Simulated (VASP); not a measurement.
Here is a VASP 6.6.1 calculation.

The input INCAR:

```
PREC     = Accurate       # precision mode
ENCUT    = 520            # plane-wave cutoff, eV
EDIFF    = 1E-6           # SCF threshold, eV
ISMEAR   = 0              # smearing method
SIGMA    = 0.01           # smearing width, eV
LREAL    = F              # projectors in reciprocal space
LASPH    = T              # aspherical terms in the spheres
NELM     = 100            # most SCF steps
ALGO     = Normal         # electronic algorithm
ISIF     = 2              # what is computed and relaxed
LWAVE    = F              # write WAVECAR
LCHARG   = T              # write CHGCAR
GGA      = PE             # functional
LELF     = T              # ELF
LVHAR    = T            
NBANDS   = 11             # bands
```

The input KPOINTS:

```
regular mesh
0
Gamma
  8 8 8
```

The input POSCAR:

```
NaH
1.0
    0.0000000000      2.1120162991      2.1120162991
    2.1120162991      0.0000000000      2.1120162991
    2.1120162991      2.1120162991      0.0000000000
Na H
1 1
Direct
    0.0000000000      0.0000000000      0.0000000000
    0.5000000000      0.5000000000      0.5000000000
```

Potentials or basis: VASP PAW PBE potentials, release 64 (Na_pv, H).

Run with:

```bash
$ cat potpaw_PBE.64/Na_pv/POTCAR potpaw_PBE.64/H/POTCAR > POTCAR
$ mpirun -np 1 vasp_std > vasp.out
```

Task: What does it give for the band gap on the k mesh?

Result: 4.51 eV, indirect (least direct gap 5.49 eV).

Task: What does it give for the pressure?

Result: 20.1 GPa.

A k mesh can miss the band edges. As with any semilocal functional, this PBE gap is likely too small.
